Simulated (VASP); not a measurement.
# Ti (I4/mmm) in VASP: notebook

Runs on Ti. Level: LDA. Tasks: single point.

All numbers are computed with VASP 6.6.1; they aren't measurements. Logs are shortened: lines on timing, memory, paths and dates and some standing lists are left out, and cuts for length are marked.

## 1. The cell of the first run

Symmetry: I4/mmm, No. 139, tetragonal system. Conventional cell: a = 3.282 Å, b = 3.282 Å, c = 3.380 Å, α = 90.00°, β = 90.00°, γ = 90.00°. Within 3.8 Å of Ti (site symmetry 4/mmm) lie 14 Ti at 2.87 to 3.38 Å.

## 2. Single point, LDA (strain +0.000 along x and y, +0.030 along z)

INCAR

```
SYSTEM = Ti
ALGO = Fast
EDIFF = 1E-7
ENCUT = 520
ISIF = 2
ISMEAR = 0
LASPH = .TRUE.
LCHARG = .TRUE.
LELF = .TRUE.
LREAL = .FALSE.
LVHAR = .TRUE.
LWAVE = .FALSE.
NBANDS = 12
NELM = 100
PREC = Accurate
SIGMA = 0.15
```

KPOINTS

```
k-points
0
G
  20 20 20
  0 0 0
```

POSCAR

```
Ti
1.0
   -1.6410000000      1.6410000000      1.6902300000
    1.6410000000     -1.6410000000      1.6902300000
    1.6410000000      1.6410000000     -1.6902300000
Ti
1
Direct
    0.0000000000      0.0000000000      0.0000000000
```

Potentials or basis: VASP PAW LDA potentials, release 64 (Ti_sv).

Started as:

```
$ cat potpaw_LDA.64/Ti_sv/POTCAR > POTCAR
$ mpirun -np 1 vasp_std > vasp.out
```

OUTCAR:

```text
SYSTEM = Ti
   EDIFF = 1E-7
   ENCUT = 520
   ISIF = 2
   ISMEAR = 0
   LASPH = .TRUE.
   LREAL = .FALSE.
   NELM = 100
   PREC = Accurate

 ion  position               nearest neighbor table
   1  0.000  0.000  0.000-

  LATTYP: Found a body centered tetragonal cell.
 ALAT       =     3.2820000000
 C/A-ratio  =     1.0300000000

  Lattice vectors:

 A1 = (  -1.6410000000,   1.6410000000,   1.6902300000)
 A2 = (   1.6410000000,  -1.6410000000,   1.6902300000)
 A3 = (   1.6410000000,   1.6410000000,  -1.6902300000)

Analysis of symmetry for initial positions (statically):
=====================================================================
 Subroutine PRICEL returns:
 Original cell was already a primitive cell.

 Routine SETGRP: Setting up the symmetry group for a
 body centered tetragonal supercell.

 Subroutine GETGRP returns: Found 16 space group operations
 (whereof 16 operations were pure point group operations)
 out of a pool of 16 trial point group operations.

The static configuration has the point symmetry D_4h.

Analysis of symmetry for dynamics (positions and initial velocities):
=====================================================================
 Subroutine PRICEL returns:
 Original cell was already a primitive cell.

 Routine SETGRP: Setting up the symmetry group for a
 body centered tetragonal supercell.

 Subroutine GETGRP returns: Found 16 space group operations
 (whereof 16 operations were pure point group operations)
 out of a pool of 16 trial point group operations.

The dynamic configuration has the point symmetry D_4h.

 Subroutine INISYM returns: Found 16 space group operations
 (whereof 16 operations are pure point group operations),
 and found     1 'primitive' translations

----------------------------------------------------------------------------------------

                                     Primitive cell

  volume of cell :      18.2064

  direct lattice vectors                    reciprocal lattice vectors
    -1.641000000  1.641000000  1.690230000     0.000000000  0.304692261  0.295817729
     1.641000000 -1.641000000  1.690230000     0.304692261  0.000000000  0.295817729
     1.641000000  1.641000000 -1.690230000     0.304692261  0.304692261  0.000000000

  length of vectors
     2.870999731  2.870999731  2.870999731     0.424671052  0.424671052  0.430899928

  position of ions in fractional coordinates (direct lattice)
     0.000000000  0.000000000  0.000000000

  ion indices of the primitive-cell ions
   primitive index   ion index
                 1           1

----------------------------------------------------------------------------------------

 KPOINTS: k-points

Automatic generation of k-mesh.
 Grid dimensions read from file:
 generate k-points for:   20   20   20

 Generating k-lattice:

  Cartesian coordinates                     Fractional coordinates (reciprocal lattice)
     0.000000000  0.015234613  0.014790886     0.050000000 -0.000000000  0.000000000
     0.015234613  0.000000000  0.014790886    -0.000000000  0.050000000  0.000000000
     0.015234613  0.015234613  0.000000000     0.000000000  0.000000000  0.050000000

  Length of vectors
     0.021233553  0.021233553  0.021544996

  Shift w.r.t. Gamma in fractional coordinates (k-lattice)
     0.000000000  0.000000000  0.000000000

 Subroutine IBZKPT returns following result:
 ===========================================

 Found    641 irreducible k-points:

 Following reciprocal coordinates:
            Coordinates               Weight
  0.000000  0.000000  0.000000      1.000000
  0.050000  0.000000  0.000000      8.000000
  0.100000  0.000000  0.000000      8.000000
  0.150000  0.000000  0.000000      8.000000
  0.200000  0.000000  0.000000      8.000000
  0.250000  0.000000  0.000000      8.000000
[... 16 lines left out ...]
 -0.400000  0.050000  0.000000     16.000000
 -0.350000  0.050000  0.000000     16.000000
 [... further k-points ...]
   k-points           NKPTS =    641   k-points in BZ     NKDIM =    641   number of bands    NBANDS=     12
   number of dos      NEDOS =    301   number of ions     NIONS =      1
   total plane-waves  NPLWV =  13824
   dimension x,y,z NGX =    24 NGY =   24 NGZ =   24
   dimension x,y,z NGXF=    48 NGYF=   48 NGZF=   48
   ions per type =               1
   NGX,Y,Z   is equivalent  to a cutoff of  13.90, 13.90, 13.90 a.u.
   NGXF,Y,Z  is equivalent  to a cutoff of  27.79, 27.79, 27.79 a.u.
 SYSTEM =  Ti
   PREC   = accura    normal or accurate (medium, high low for compatibility)
   ISTART =      0    job   : 0-new  1-cont  2-samecut
   ICHARG =      2    charge: 1-file 2-atom 10-const
   ISPIN  =      1    spin polarized calculation?
   LNONCOLLINEAR =      F non collinear calculations
   LSORBIT =      F    spin-orbit coupling
   LASPH  =      T    aspherical Exc in radial PAW
   ENCUT  =  520.0 eV  38.22 Ry    6.18 a.u.   5.34  5.34  5.34*2*pi/ulx,y,z
   NELM   =    100;   NELMIN=  2; NELMDL= -5     # of ELM steps
   EDIFF  = 0.1E-06   stopping-criterion for ELM
   LREAL  =      F    real-space projection
   EDIFFG = 0.1E-05   stopping-criterion for IOM
   NSW    =      0    number of steps for IOM
   IBRION =     -1    ionic relax: 0-MD 1-quasi-New 2-CG
   NFREE  =      0    steps in history (QN), initial steepest desc. (CG)
   ISIF   =      2    stress and relaxation
   ISYM   =      2    0-nonsym 1-usesym 2-fastsym
   POTIM  = 0.5000    time-step for ionic-motion
   TEBEG  =    0.0;   TEEND  =   0.0 temperature during run
   PSTRESS=    0.0 pullay stress
   NELECT =      12.0000    total number of electrons
   NUPDOWN=      -1.0000    fix difference up-down
   EMIN   =  10.00;   EMAX   =-10.00  energy-range for DOS
   EFERMI =   0.00;   METHOD = LEGACY
   ISMEAR =     0;   SIGMA  =   0.15  broadening in eV -4-tet -1-fermi 0-gaus
   EFERMI_NEDOS =   21; number of points for ismear=-14 and -15
   IALGO  =     68    algorithm
   IMIX   =      4    mixing-type and parameters
     AMIX     =   0.40;   BMIX     =  1.00
     AMIX_MAG =   1.60;   BMIX_MAG =  1.00
  volume/ion in A,a.u.               =      18.21       122.86
  Fermi-wavevector in a.u.,A,eV,Ry     =   1.424714  2.692318 27.617229  2.029809
  Thomas-Fermi vector in A             =   2.545175
   LORBIT       =      0    0 simple, 1 ext, 2 COOP (PROOUT), +10 PAW based schemes
   GGA     = CA    functional components
   LHFCALC =     F    Hartree Fock is set to
   AEXX    =    0.0000 exact exchange contribution
   IVDW    =     0    specifies the selected vdW correction
   LEPSILON=     F    determine dielectric tensor
   LRPA    =     F    only Hartree local field effects (RPA)
 non-spin polarized calculation
 RMM-DIIS sequential band-by-band and
 Gauss-broadening in eV      SIGMA  =   0.15
  energy-cutoff  :      520.00
  volume of cell :       18.21
 maximum number of plane-waves:       503
 NGX is ok and might be reduce to    24
   NGX = 11   NGY = 11   NGZ = 11

 number of electron      12.0000003 magnetization

 Free energy of the ion-electron system (eV)
  ---------------------------------------------------
  ext. energy  EPLUGINS =         0.00000000
  ---------------------------------------------------
  free energy    TOTEN  =        -8.36728395 eV

  energy without entropy =       -8.33919522  energy(sigma->0) =       -8.35323958

 E-fermi :   7.3664     XC(G=0): -11.5567

 val. band max:        7.3660503386   @ k =   0.3000   0.0500   0.0000
 cond. band min:       7.3667279367   @ k =  -0.4500   0.2000   0.0000
 fundamental gap:      0.0006775981
 Fermi energy:         7.3664104637

 k-point     1 :       0.0000    0.0000    0.0000
  band No.  band energies     occupation
      1     -48.5571      2.00000
      2     -24.8365      2.00000
      3     -24.8365      2.00000
      4     -24.8341      2.00000
      5       1.5939      2.00000
      6       8.2110      0.00000
      7       8.2110      0.00000
      8       8.4013      0.00000
      9       9.8275      0.00000
     10      10.0481      0.00000
     11      24.2052      0.00000
     12      24.7006      0.00000

 k-point     2 :       0.0500    0.0000    0.0000
  band No.  band energies     occupation
      1     -48.5544      2.00000
      2     -24.8507      2.00000
      3     -24.8411      2.00000
      4     -24.8352      2.00000
      5       1.6754      2.00000
      6       8.2034      0.00000
      7       8.2143      0.00000
      8       8.4212      0.00000
      9       9.7962      0.00000
     10      10.0368      0.00000
     11      24.1453      0.00000
     12      24.6235      0.00000

 k-point     3 :       0.1000    0.0000    0.0000
  band No.  band energies     occupation
      1     -48.5464      2.00000
      2     -24.8946      2.00000
      3     -24.8544      2.00000
      4     -24.8353      2.00000
      5       1.9159      2.00000
      6       8.1524      0.00000
      7       8.1699      0.00000
      8       8.5550      0.00000
      9       9.7101      0.00000
     10      10.0200      0.00000
     11      23.8119      0.00000
     12      24.4111      0.00000

 k-point     4 :       0.1500    0.0000    0.0000
  band No.  band energies     occupation
      1     -48.5339      2.00000
      2     -24.9625      2.00000
      3     -24.8751      2.00000
      4     -24.8352      2.00000
      5       2.3017      2.00000
      6       8.0128      0.00000
      7       8.0851      0.00000
      8       8.8208      0.00000
      9       9.6156      0.00000
     10      10.0152      0.00000
     11      23.0469      0.00000
     12      24.1081      0.00000

 k-point     5 :       0.2000    0.0000    0.0000
  band No.  band energies     occupation
      1     -48.5181      2.00000
      2     -25.0472      2.00000
      3     -24.9010      2.00000
      4     -24.8352      2.00000
      5       2.8080      2.00000
      6       7.8331      0.00001
      7       7.9369      0.00000
      8       9.1857      0.00000
      9       9.5728      0.00000
     10      10.0255      0.00000
     11      21.9028      0.00000
     12      23.5579      0.00000
[... 228 lines left out ...]
      1     -48.4432      2.00000
      2     -25.4254      2.00000
      3     -25.0243      2.00000
      4     -24.8413      2.00000
      5       5.0702      2.00000
      6       7.0695      1.99488
      7       8.2608      0.00000
      8       9.8055      0.00000
      9      10.3009      0.00000
     10      11.4263      0.00000
     11      15.6338      0.00000
     12      20.6213      0.00000

 k-point    22 :      -0.4500    0.0500    0.0000
  band No.  band energies     occupation
      1     -48.4486      2.00000
      2     -25.3987      2.00000
      3     -25.0150      2.00000
      4     -24.8415      2.00000
      5       4.9829      2.00000
      6       7.1205      1.97960
      7       8.0092      0.00000
      8       9.7937      0.00000
      9      10.2722      0.00000
     10      11.2170      0.00000
     11      16.2170      0.00000
     12      20.8201      0.00000

 k-point    23 :      -0.4000    0.0500    0.0000
  band No.  band energies     occupation
      1     -48.4590      2.00000
      2     -25.3472      2.00000
      3     -24.9974      2.00000
      4     -24.8417      2.00000
      5       4.7488      2.00000
      6       7.2205      1.83101
      7       7.7229      0.00078
      8       9.7418      0.00000
      9      10.2276      0.00000
     10      10.8517      0.00000
     11      17.2305      0.00000
     12      21.2038      0.00000

 k-point    24 :      -0.3500    0.0500    0.0000
  band No.  band energies     occupation
      1     -48.4733      2.00000
      2     -25.2757      2.00000
      3     -24.9732      2.00000
      4     -24.8418      2.00000
      5       4.3230      2.00000
      6       7.3634      1.02248
      7       7.5934      0.03235
      8       9.6643      0.00000
      9      10.1745      0.00000
     10      10.3965      0.00000
     11      18.4959      0.00000
     12      21.7447      0.00000

 [... further k-points ...]

------------------------ aborting loop because EDIFF is reached ----------------------------------------

  FORCE on cell =-STRESS in cart. coord.  units (eV):
  Direction    XX          YY          ZZ          XY          YZ          ZX
  --------------------------------------------------------------------------------------
  -------------------------------------------------------------------------------------
  Total       -1.5098360     -1.5098360     -1.4391208      0.0000000      0.0000000      0.0000000
  in kB     -132.8670790   -132.8670790   -126.6440757      0.0000000      0.0000000      0.0000000
  external PRESSURE =    -130.7927446 kB  Pullay stress =       0.0000000 kB

 VOLUME and BASIS-vectors are now :
 -----------------------------------------------------------------------------
  energy-cutoff  :      520.00
  volume of cell :       18.21
      direct lattice vectors                 reciprocal lattice vectors
    -1.641000000  1.641000000  1.690230000     0.000000000  0.304692261  0.295817729
     1.641000000 -1.641000000  1.690230000     0.304692261  0.000000000  0.295817729
     1.641000000  1.641000000 -1.690230000     0.304692261  0.304692261  0.000000000

 POSITION                                       TOTAL-FORCE (eV/Angst)
 -----------------------------------------------------------------------------------
      0.00000      0.00000      0.00000        -0.000000      0.000000      0.000000
 -----------------------------------------------------------------------------------
    total drift:                                0.000000      0.000000      0.000000

  FREE ENERGIE OF THE ION-ELECTRON SYSTEM (eV)
  ---------------------------------------------------
  free  energy   TOTEN  =        -8.3672839490 eV

  energy  without entropy=       -8.3391952150  energy(sigma->0) =       -8.35323958
```

Wall time 2.8 min (1 thread of Intel Xeon Platinum 8259CL at 2.50GHz (Skylake/Cascade Lake), shared host); peak memory 0.24 GiB.

What came out:

- Free energy: -8.3673 eV
- Pressure: -13.1 GPa
- Band gap on the k mesh: zero (band 6 reaches 8.26 eV, above the bottom of band 7 at 6.76 eV)

Levels at points of the mesh, in eV from the Fermi level:
```
           k point  band 4  band 5  band 6  band 7  band 8  band 9
(0.00, 0.00, 0.00)  -32.20   -5.77    0.84    0.84    1.03    2.46
(0.50, 0.00, 0.00)  -32.20   -2.34   -0.31    1.05    2.44    2.88
(0.50, 0.50, 0.00)  -32.22   -2.34   -0.54    1.23    2.70    2.95
(0.50, 0.50, 0.50)  -32.60   -1.99   -1.92    3.64    3.70    3.70
```

Caveat: the cell differs from its parent crystal (strain +0.000 along x and y, +0.030 along z).

## 3. Single point, LDA (strain +0.030 along x and y, -0.030 along z)

INCAR

```
SYSTEM = Ti
ALGO = Fast ; EDIFF = 1E-6
ENCUT = 520 ; GGA = CA
ISIF = 2 ; ISMEAR = 0
LASPH = .True. ; LCHARG = .False.
LREAL = .False. ; LWAVE = .False.
NBANDS = 12 ; NELM = 80
PREC = Accurate ; SIGMA = 0.15
```

KPOINTS

```
k-points
0
Gamma
  20 20 20
  0 0 0
```

POSCAR

```
Ti
1.0
   -1.6902300000      1.6902300000      1.5917700000
    1.6902300000     -1.6902300000      1.5917700000
    1.6902300000      1.6902300000     -1.5917700000
Ti
1
Direct
    0.0000000000      0.0000000000      0.0000000000
```

Potentials or basis: VASP PAW LDA potentials, release 64 (Ti_sv).

Started as:

```
$ cat potpaw_LDA.64/Ti_sv/POTCAR > POTCAR
$ mpirun -np 1 vasp_std > vasp.out
```

It took 2.2 min on 1 thread of Intel Xeon Platinum 8259CL at 2.50GHz (Skylake/Cascade Lake), shared host; peak memory 0.24 GiB.

Results (log left out):

| Item | Value |
| --- | --- |
| Free energy | -8.3718 eV |
| Pressure | -13.0 GPa |
| Band gap on the k mesh | zero (band 6 reaches 8.29 eV, above the bottom of band 7 at 6.76 eV) |

Stress tensor (GPa, compression positive):
```
-12.39   0.00   0.00
  0.00 -12.39   0.00
  0.00   0.00 -14.21
```

Levels at points of the mesh, in eV from the Fermi level:
```csv
k point,band 4,band 5,band 6,band 7,band 8,band 9
"(0.00, 0.00, 0.00)",-32.21,-5.78,0.64,1.05,1.05,2.30
"(0.50, 0.00, 0.00)",-32.23,-2.34,-0.55,1.24,2.56,3.07
"(0.50, 0.50, 0.00)",-32.20,-2.36,-0.06,0.85,2.22,2.74
"(0.50, 0.50, 0.50)",-32.58,-2.03,-1.90,3.64,3.64,3.75
```

Caveat: the cell differs from its parent crystal (strain +0.030 along x and y, -0.030 along z).

(Part 1 of 2 ends here.)
